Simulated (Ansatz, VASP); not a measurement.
Two plane-wave programs on Ce

```
Ce
1.0
     0.00000    2.37746    2.37746
     2.37746    0.00000    2.37746
     2.37746    2.37746    0.00000
Ce
1
Direct
  0.00000 0.00000 0.00000
```

Alike in both runs: task single point; functional PBE; k mesh 11 × 11 × 11; occupations methfessel-paxton of order 1, width 0.2 eV; no spin polarisation.

|  | VASP | Ansatz |
| --- | --- | --- |
| version | VASP 6.6.1 | Ansatz 0.2.0 |
| potentials or method | VASP PAW PBE potentials, release 64 (Ce), cutoff 500 eV | plane waves (420 eV) with PAW, scalar-relativistic |
| valence electrons in the cell | 12 | 12 |

Ansatz gave:

| Quantity | Value |
| --- | --- |
| pressure (GPa) | -0.7 |

**Question.** Which values does VASP return?

**Answer.** Pressure (GPa): -0.5.

Spin-orbit coupling is off throughout.
